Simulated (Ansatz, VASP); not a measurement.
**One calculation of TaN, two programs**

```
Ta N
1.0
     2.93800    0.00000    0.00000
    -1.46900    2.54438    0.00000
     0.00000    0.00000    2.88300
Ta N
1 1
Direct
  0.00000 0.00000 0.50000
  0.66667 0.33333 0.00000
```

Alike in both runs: task relaxation of cell and atoms; functional PBEsol; k mesh 15 × 15 × 14; occupations fermi-dirac, width 0.08 eV; no spin polarisation.

```csv
,VASP,Ansatz
version,VASP 6.6.1,Ansatz 0.2.0
potentials or method,"VASP PAW PBE potentials, release 64 (Ta_pv, N)","PAW with Ansatz's default frozen-core files, scalar-relativistic"
plane-wave cutoff (eV),600,420
valence electrons in the cell,16,18
```

|  | VASP | Ansatz | Ansatz less VASP |
| --- | --- | --- | --- |
| relaxed volume (Å³/atom) | 10.65 | 10.63 | -0.021 |
| relaxed length of the cell vector where the two differ most in proportion (Å) | 2.873 | 2.871 | -0.0022 |

VASP's potentials were made for PBE, not for PBEsol. VASP's potentials hold 16 valence electrons a cell and Ansatz's 18, so a difference there can come from the potentials and not from the codes.

Neither program's run includes spin-orbit coupling.
